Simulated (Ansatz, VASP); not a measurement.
## NaH: VASP beside Ansatz

```
CELL_PARAMETERS angstrom
0.00000 2.44000 2.44000
2.44000 0.00000 2.44000
2.44000 2.44000 0.00000
ATOMIC_POSITIONS crystal
Na 0.00000 0.00000 0.00000
H 0.50000 0.50000 0.50000
```

Alike in both runs: task single point; functional PBE; k mesh 5 × 5 × 5; no spin polarisation.

```csv
,VASP,Ansatz
version,VASP 6.6.1,Ansatz 0.2.0
potentials or method,"VASP PAW PBE potentials, release 64 (Na_pv, H), cutoff 500 eV","plane waves, PAW"
occupations,"methfessel-paxton of order 1, width 0.01 eV","cold, width 0.01 eV"
valence electrons in the cell,8,10
```

```tsv
	VASP	Ansatz	Ansatz less VASP
pressure (GPa)	-0.7	-0.7	+0.07
```

VASP's potentials hold 8 valence electrons a cell and Ansatz's 10, so a difference there can come from the potentials and not from the codes.

The k mesh is coarse, so the values compare programs but aren't converged.
